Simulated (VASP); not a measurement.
A run of VASP 6.6.1 is set up as follows.

INCAR

```
ALGO = Normal
EDIFF = 1E-6
ENCUT = 520
GGA = CA
ISIF = 2
ISMEAR = -1
LASPH = True
LCHARG = True
LELF = True
LREAL = False
LVHAR = True
LWAVE = False
NBANDS = 8
NELM = 100
PREC = Accurate
SIGMA = 0.1
```

File KPOINTS:

```
k-points
0
Gamma
  13 13 13
```

The input POSCAR:

```
Al
1.0
    2.7521295946      0.0000000000      0.0000000000
    0.0000000000      2.7521295946      0.0000000000
    0.0000000000      0.0000000000      2.7521295946
Al
1
Direct
    0.0000000000      0.0000000000      0.0000000000
```

Potentials or basis: VASP PAW LDA potentials, release 64 (Al).

Launch:

```console
$ cat potpaw_LDA.64/Al/POTCAR > POTCAR
$ mpirun -np 1 vasp_std > vasp.out
```

What does it give for the pressure?

-4.0 GPa.
